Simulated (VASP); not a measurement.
# PdC18 in VASP: a series of runs, part 2 of 2

VASP 6.6.1. The steps go on from the part before.

### Step 4. Single point, PBE+D3(BJ)

INCAR reads:

```
PREC = Accurate ; ENCUT = 520
EDIFF = 1E-6 ; ISMEAR = 0
SIGMA = 0.02 ; LREAL = Auto
LASPH = T ; NELM = 80
ALGO = Normal ; ISIF = 2
LWAVE = F ; LCHARG = F
GGA = PE ; IVDW = 12
NBANDS = 56
```

KPOINTS reads:

```
Automatic mesh
0
Gamma
  2 2 1
```

POSCAR reads:

```
PdC18
1.0
    7.3980000000      0.0000000000      0.0000000000
   -3.6990000000      6.4068560000      0.0000000000
    0.0000000000      0.0000000000     12.0000000000
C Pd
18 1
Direct
   -0.0014833531     -0.0054058043      0.0845792071
    0.2180664403      0.1058353123      0.0814850938
   -0.0014742448      0.3306116880      0.0850250302
    0.2180324664      0.4391226164      0.0818213997
   -0.0026942497      0.6619852968      0.0796595835
    0.2180410647      0.7724685445      0.0816325639
    0.3304338227     -0.0047822947      0.0816294912
    0.5499674882      0.1064160766      0.0847463755
    0.3304359691      0.3285743065      0.0816099747
    0.5511706328      0.4390302562      0.0796333206
    0.3304055787      0.6619072659      0.0816852848
    0.5499257062      0.7703802714      0.0848858126
    0.6617446320     -0.0057522619      0.0935641345
    0.8867446758      0.1067433462      0.0935464789
    0.6638624133      0.3291128901      0.0800802507
    0.8845690852      0.4395253778      0.0802960169
    0.6638991330      0.6615069423      0.0804174967
    0.8846115491      0.7719215073      0.0802260171
    0.7742701899      1.0504118628      0.2634758676
```

Potentials or basis: VASP PAW PBE potentials, release 64 (C, Pd).

Launch:

```console
> cat potpaw_PBE.64/C/POTCAR potpaw_PBE.64/Pd/POTCAR > POTCAR
> mpirun -np 1 vasp_std > vasp.out
```

OUTCAR:

```text
PREC = Accurate
   ENCUT = 520
   EDIFF = 1E-6
   ISMEAR = 0
   LREAL = Auto
   LASPH = T
   NELM = 80
   ISIF = 2
   GGA = PE
   IVDW = 12
 IVDW          = 12

 ion  position               nearest neighbor table
   1  0.999  0.995  0.085-   2 1.41  18 1.43  14 1.44
   2  0.218  0.106  0.081-   1 1.41   9 1.43   7 1.43
   3  0.999  0.331  0.085-   4 1.41  16 1.43  14 1.44
   4  0.218  0.439  0.082-   3 1.41  11 1.43   9 1.43
   5  0.997  0.662  0.080-   6 1.41  16 1.43  18 1.43
   6  0.218  0.772  0.082-   5 1.41   7 1.43  11 1.43
   7  0.330  0.995  0.082-   8 1.41   6 1.43   2 1.43
   8  0.550  0.106  0.085-   7 1.41  15 1.43  13 1.44
   9  0.330  0.329  0.082-  10 1.41   2 1.43   4 1.43
  10  0.551  0.439  0.080-   9 1.41  17 1.43  15 1.43
  11  0.330  0.662  0.082-  12 1.41   4 1.43   6 1.43
  12  0.550  0.770  0.085-  11 1.41  17 1.43  13 1.44
  13  0.662  0.994  0.094-  12 1.44   8 1.44  14 1.44  19 2.16
  14  0.887  0.107  0.094-   3 1.44   1 1.44  13 1.44  19 2.16
  15  0.664  0.329  0.080-  16 1.41  10 1.43   8 1.43
  16  0.885  0.440  0.080-  15 1.41   5 1.43   3 1.43
[... 207 lines left out ...]
 Fermi energy:        -0.9760194070

 k-point     1 :       0.0000    0.0000    0.0000
  band No.  band energies     occupation
      1     -20.6898      2.00000
      2     -18.2558      2.00000
      3     -18.1386      2.00000
      4     -18.0779      2.00000
      5     -18.0712      2.00000
      6     -18.0439      2.00000
[... 213 lines left out ...]
     52       3.9344      0.00000
     53       4.1844      0.00000
 [bands above 53 left out]

------------------------ aborting loop because EDIFF is reached ----------------------------------------

 Edisp (eV)   -1.88490

 E8    (eV) :    -0.6124

  FORCE on cell =-STRESS in cart. coord.  units (eV):
  Direction    XX          YY          ZZ          XY          YZ          ZX
  --------------------------------------------------------------------------------------
  -------------------------------------------------------------------------------------
  Total       2.04066     5.47689    -0.14814    -3.36027     0.00906     0.00195
  in kB       5.74831    15.42780    -0.41730    -9.46553     0.02553     0.00549
  external pressure =        6.92 kB  Pullay stress =        0.00 kB

 VOLUME and BASIS-vectors are now :
 -----------------------------------------------------------------------------
  energy-cutoff  :      520.00
  volume of cell :      568.78
      direct lattice vectors                 reciprocal lattice vectors
     7.398000000  0.000000000  0.000000000     0.135171668  0.078041398  0.000000000
    -3.699000000  6.406856000  0.000000000     0.000000000  0.156082796  0.000000000
     0.000000000  0.000000000 12.000000000     0.000000000  0.000000000  0.083333333

 POSITION                                       TOTAL-FORCE (eV/Angst)
 -----------------------------------------------------------------------------------
      3.70802      6.37222      1.01495         0.014525      0.014105      0.006525
      1.22177      0.67807      0.97782        -0.014581     -0.016499      0.010993
      6.16416      2.11818      1.02030         0.011925      0.010491     -0.012602
     -0.01131      2.81340      0.98186        -0.004823     -0.014701     -0.007544
      4.92938      4.24124      0.95592        -0.002789      0.013718      0.000702
     -1.24429      4.94909      0.97959        -0.000854     -0.021998     -0.001355
[... 11 lines left out ...]
      3.68902      4.94559      0.96271        -0.016263     -0.004607     -0.010092
      5.54158      0.32298      3.16171        -0.002660      0.001053      0.013386
 -----------------------------------------------------------------------------------
    total drift:                                0.022290      0.001424      0.032701

  FREE ENERGIE OF THE ION-ELECTRON SYSTEM (eV)
  ---------------------------------------------------
  free  energy   TOTEN  =      -170.1735302043 eV

  energy  without entropy=     -170.1733603602  energy(sigma->0) =     -170.17344528
```

stdout:

```text
POSCAR found type information on POSCAR C Pd
 POSCAR found :  2 types and      19 ions
 scaLAPACK will be used
 LDA part: xc-table for (Slater+PW92), standard interpolation
 POSCAR, INCAR and KPOINTS ok, starting setup
 FFT: planning ... GRIDC
 FFT: planning ... GRID_SOFT
 FFT: planning ... GRID
 WAVECAR not read
 entering main loop
```

It took 3 min on 1 thread of AMD EPYC 9R45 (Zen 5), shared host; peak memory 0.55 GiB.

What came out:

```yaml
Free_energy: -170.1735 eV
Largest_force: 0.026 eV/Å
Band_gap_on_the_k_mesh: 0.07 eV
Dispersion_energy_per_atom: -0.099 eV
```

Forces in eV/Å, atoms in the order of the input:
```
C    0.015  0.014  0.007
C   -0.015 -0.016  0.011
C    0.012  0.010 -0.013
C   -0.005 -0.015 -0.008
C   -0.003  0.014  0.001
C   -0.001 -0.022 -0.001
C    0.010  0.016 -0.007
C   -0.008  0.010 -0.013
C   -0.008  0.025 -0.002
C   -0.004 -0.005 -0.002
C    0.012  0.000  0.009
C   -0.010 -0.003  0.004
C   -0.006 -0.003  0.002
C    0.001  0.005  0.006
C    0.018 -0.008  0.013
C    0.000 -0.023  0.001
C    0.012  0.004 -0.010
C   -0.016 -0.005 -0.010
Pd  -0.003  0.001  0.013
```

Levels at points of the mesh, in eV from the valence-band top:
| k point | band 38 | band 39 | band 40 | band 41 | band 42 | band 43 | band 44 | band 45 |
| --- | --- | --- | --- | --- | --- | --- | --- | --- |
| (0.00, 0.00, 0.00) | -1.45 | -1.43 | -0.17 | 0.00 | 0.07 | 0.28 | 0.94 | 3.40 |
| (0.50, 0.00, 0.00) | -1.52 | -1.22 | -1.22 | -1.22 | 0.89 | 1.60 | 2.32 | 2.37 |
| (0.00, 0.50, 0.00) | -1.50 | -1.48 | -1.28 | -1.03 | 0.98 | 1.62 | 2.35 | 2.38 |
| (0.50, 0.50, 0.00) | -1.50 | -1.48 | -1.28 | -1.03 | 0.98 | 1.63 | 2.35 | 2.39 |

Caveat: the k points lie up to 0.49 Å⁻¹ apart; there is no dipole correction, which matters where the two faces differ.

### Step 5. Single point, PBE+D3(BJ)

INCAR reads:

```
SYSTEM = PdC18
  PREC = Accurate
  ENCUT = 520
  EDIFF = 1E-6
  ISMEAR = 0
  SIGMA = 0.02
  LREAL = Auto
  LASPH = .TRUE.
  NELM = 60
  ALGO = Normal
  ISIF = 2
  LWAVE = .FALSE.
  LCHARG = .FALSE.
  GGA = PE
  IVDW = 12
  NBANDS = 56
```

KPOINTS reads:

```
regular mesh
0
G
  2 2 1
  0 0 0
```

POSCAR reads:

```
PdC18
1.0
    7.3980000000      0.0000000000      0.0000000000
   -3.6990000000      6.4068560000      0.0000000000
    0.0000000000      0.0000000000     12.0000000000
C Pd
18 1
Direct
   -0.0014833670     -0.0054057716      0.0845792500
    0.2180665109      0.1058353739      0.0814850833
   -0.0014742689      0.3306116136      0.0850250000
    0.2180324878      0.4391225587      0.0818214167
   -0.0026943308      0.6619852233      0.0796595833
    0.2180411331      0.7724685868      0.0816325833
    0.3304338423     -0.0047822208      0.0816295000
    0.5499674734      0.1064161579      0.0847464167
    0.3304359564      0.3285742648      0.0816100000
    0.5511706043      0.4390303138      0.0796333333
    0.3304055479      0.6619073380      0.0816852500
    0.5499257037      0.7703801990      0.0848858333
    0.6617445706     -0.0057522754      0.0935641667
    0.8867445924      0.1067433075      0.0935465000
    0.6638624819      0.3291129065      0.0800802500
    0.8845691384      0.4395254084      0.0802960000
    0.6638992079      0.6615069856      0.0804175000
    0.8846116099      0.7719215166      0.0802260000
    0.7742701734      1.0504119337      0.2634758333
```

Potentials or basis: VASP PAW PBE potentials, release 64 (C, Pd).

Launch:

```console
> cat potpaw_PBE.64/C/POTCAR potpaw_PBE.64/Pd/POTCAR > POTCAR
> mpirun -np 1 vasp_std > vasp.out
```

OUTCAR:

```text
SYSTEM = PdC18
   PREC = Accurate
   ENCUT = 520
   EDIFF = 1E-6
   ISMEAR = 0
   LREAL = Auto
   LASPH = .TRUE.
   NELM = 60
   ISIF = 2
   GGA = PE
   IVDW = 12
 IVDW          = 12

 ion  position               nearest neighbor table
   1  0.999  0.995  0.085-   2 1.41  18 1.43  14 1.44
   2  0.218  0.106  0.081-   1 1.41   9 1.43   7 1.43
   3  0.999  0.331  0.085-   4 1.41  16 1.43  14 1.44
   4  0.218  0.439  0.082-   3 1.41  11 1.43   9 1.43
   5  0.997  0.662  0.080-   6 1.41  16 1.43  18 1.43
   6  0.218  0.772  0.082-   5 1.41   7 1.43  11 1.43
   7  0.330  0.995  0.082-   8 1.41   6 1.43   2 1.43
   8  0.550  0.106  0.085-   7 1.41  15 1.43  13 1.44
   9  0.330  0.329  0.082-  10 1.41   2 1.43   4 1.43
  10  0.551  0.439  0.080-   9 1.41  17 1.43  15 1.43
  11  0.330  0.662  0.082-  12 1.41   4 1.43   6 1.43
  12  0.550  0.770  0.085-  11 1.41  17 1.43  13 1.44
  13  0.662  0.994  0.094-  12 1.44   8 1.44  14 1.44  19 2.16
  14  0.887  0.107  0.094-   3 1.44   1 1.44  13 1.44  19 2.16
  15  0.664  0.329  0.080-  16 1.41  10 1.43   8 1.43
  16  0.885  0.440  0.080-  15 1.41   5 1.43   3 1.43
  17  0.664  0.662  0.080-  18 1.41  10 1.43  12 1.43
  18  0.885  0.772  0.080-  17 1.41   5 1.43   1 1.43
[... 209 lines left out ...]
      1     -20.6898      2.00000
      2     -18.2558      2.00000
      3     -18.1386      2.00000
      4     -18.0779      2.00000
      5     -18.0712      2.00000
      6     -18.0439      2.00000
[... 213 lines left out ...]
     52       3.9344      0.00000
     53       4.1844      0.00000
 [bands above 53 left out]

------------------------ aborting loop because EDIFF is reached ----------------------------------------

 Edisp (eV)   -1.88490

 E8    (eV) :    -0.6124

  FORCE on cell =-STRESS in cart. coord.  units (eV):
  Direction    XX          YY          ZZ          XY          YZ          ZX
  --------------------------------------------------------------------------------------
  -------------------------------------------------------------------------------------
  Total       2.04063     5.47691    -0.14813    -3.36028     0.00906     0.00195
  in kB       5.74824    15.42786    -0.41725    -9.46554     0.02553     0.00550
  external pressure =        6.92 kB  Pullay stress =        0.00 kB

 VOLUME and BASIS-vectors are now :
 -----------------------------------------------------------------------------
  energy-cutoff  :      520.00
  volume of cell :      568.78
      direct lattice vectors                 reciprocal lattice vectors
     7.398000000  0.000000000  0.000000000     0.135171668  0.078041398  0.000000000
    -3.699000000  6.406856000  0.000000000     0.000000000  0.156082796  0.000000000
     0.000000000  0.000000000 12.000000000     0.000000000  0.000000000  0.083333333

 POSITION                                       TOTAL-FORCE (eV/Angst)
 -----------------------------------------------------------------------------------
      3.70802      6.37222      1.01495         0.014546      0.014102      0.006518
      1.22177      0.67807      0.97782        -0.014611     -0.016526      0.010999
      6.16416      2.11818      1.02030         0.011931      0.010515     -0.012599
     -0.01131      2.81339      0.98186        -0.004855     -0.014686     -0.007549
      4.92938      4.24124      0.95591        -0.002747      0.013758      0.000701
     -1.24429      4.94910      0.97959        -0.000895     -0.022002     -0.001360
[... 11 lines left out ...]
      3.68902      4.94559      0.96271        -0.016276     -0.004602     -0.010085
      5.54158      0.32298      3.16171        -0.002661      0.001052      0.013393
 -----------------------------------------------------------------------------------
    total drift:                                0.022290      0.001427      0.032703

  FREE ENERGIE OF THE ION-ELECTRON SYSTEM (eV)
  ---------------------------------------------------
  free  energy   TOTEN  =      -170.1735301810 eV

  energy  without entropy=     -170.1733603177  energy(sigma->0) =     -170.17344525
```

stdout:

```text
POSCAR found type information on POSCAR C Pd
 POSCAR found :  2 types and      19 ions
 scaLAPACK will be used
 LDA part: xc-table for (Slater+PW92), standard interpolation
 POSCAR, INCAR and KPOINTS ok, starting setup
 FFT: planning ... GRIDC
 FFT: planning ... GRID_SOFT
 FFT: planning ... GRID
 WAVECAR not read
 entering main loop
```

Run time: 3.5 min. Hardware: 1 thread of AMD EPYC 9R45 (Zen 5), shared host; peak memory 0.55 GiB.

Results:

* Free energy: -170.1735 eV
* Largest force: 0.026 eV/Å
* Band gap on the k mesh: 0.07 eV
* Dispersion energy per atom: -0.099 eV

Forces on the atoms (eV/Å):
```
C    0.015  0.014  0.007
C   -0.015 -0.017  0.011
C    0.012  0.011 -0.013
C   -0.005 -0.015 -0.008
C   -0.003  0.014  0.001
C   -0.001 -0.022 -0.001
C    0.010  0.016 -0.007
C   -0.008  0.010 -0.013
C   -0.008  0.025 -0.002
C   -0.004 -0.005 -0.002
C    0.012  0.000  0.009
C   -0.010 -0.003  0.004
C   -0.006 -0.003  0.002
C    0.001  0.005  0.006
C    0.018 -0.008  0.013
C    0.000 -0.023  0.001
C    0.012  0.004 -0.010
C   -0.016 -0.005 -0.010
Pd  -0.003  0.001  0.013
```

Caveat: the k points lie up to 0.49 Å⁻¹ apart; there is no dipole correction, which matters where the two faces differ.

### Step 6. Single point, PBE+D3(BJ)

INCAR reads:

```
SYSTEM = PdC18
ALGO = Normal
EDIFF = 1E-6
ENCUT = 520
GGA = PE
ISIF = 2
ISMEAR = 0
IVDW = 12
LASPH = .True.
LCHARG = .False.
LREAL = Auto
LWAVE = .False.
NBANDS = 56
NELM = 80
PREC = Accurate
SIGMA = 0.02
```

KPOINTS reads:

```
k-points
0
Gamma
  2 2 1
  0 0 0
```

POSCAR reads:

```
PdC18
1.0
    7.3980000000      0.0000000000      0.0000000000
   -3.6990000000      6.4068560000      0.0000000000
    0.0000000000      0.0000000000     12.0000000000
C Pd
18 1
Direct
   -0.0028769569     -0.0057463442      0.0938812500
    0.2210680638      0.1063791663      0.0847731667
   -0.0033578466      0.3305778997      0.0849105833
    0.2196154085      0.4395108927      0.0802623333
   -0.0039020767      0.6618936027      0.0815918333
    0.2191125484      0.7724208254      0.0815248333
    0.3293733764     -0.0048171833      0.0815645000
    0.5524746386      0.1058289745      0.0815510000
    0.3297889264      0.3290671743      0.0801620833
    0.5525048763      0.4390100230      0.0795283333
    0.3293374451      0.6620136304      0.0795342500
    0.5520579337      0.7719566352      0.0801489167
    0.6607665968     -0.0053770523      0.0847461667
    0.8846961494      0.1067445561      0.0938640833
    0.6627337064      0.3285828494      0.0815151667
    0.8857048768      0.4390899374      0.0815890000
    0.6622189755      0.6615163506      0.0802520000
    0.8851692521      0.7704231217      0.0849018333
    0.9407096268      1.0505382047      0.2636982500
```

Potentials or basis: VASP PAW PBE potentials, release 64 (C, Pd).

Launch:

```console
> cat potpaw_PBE.64/C/POTCAR potpaw_PBE.64/Pd/POTCAR > POTCAR
> mpirun -np 1 vasp_std > vasp.out
```

It took 3 min on 1 thread of AMD EPYC 9R45 (Zen 5), shared host; peak memory 0.56 GiB.

Results (log left out):

```
Free energy                : -170.1735 eV
Largest force              : 0.039 eV/Å
Band gap on the k mesh     : 0.08 eV
Dispersion energy per atom : -0.099 eV
```

Forces on the atoms (eV/Å):
```
C    0.033 -0.005 -0.015
C    0.002  0.013  0.001
C    0.030  0.020  0.005
C   -0.027 -0.012 -0.005
C    0.023  0.008  0.003
C   -0.036 -0.009  0.004
C    0.024  0.016 -0.001
C   -0.027 -0.019 -0.003
C    0.014  0.003 -0.001
C   -0.024 -0.002  0.000
C    0.027 -0.009  0.001
C   -0.026 -0.007 -0.003
C   -0.004  0.001 -0.001
C   -0.029  0.019 -0.019
C    0.020  0.002  0.002
C   -0.011 -0.002  0.001
C    0.029  0.004  0.007
C   -0.019 -0.020  0.008
Pd   0.002 -0.001  0.018
```

Levels at points of the mesh, in eV from the valence-band top:
```tsv
k point	band 39	band 40	band 41	band 42	band 43	band 44
(0.00, 0.00, 0.00)	-1.43	-0.17	0.00	0.08	0.29	0.95
(0.50, 0.00, 0.00)	-1.47	-1.28	-1.03	0.98	1.64	2.36
(0.00, 0.50, 0.00)	-1.47	-1.28	-1.03	0.98	1.62	2.35
(0.50, 0.50, 0.00)	-1.22	-1.22	-1.21	0.89	1.60	2.32
```

Caveat: the k points lie up to 0.49 Å⁻¹ apart; there is no dipole correction, which matters where the two faces differ.
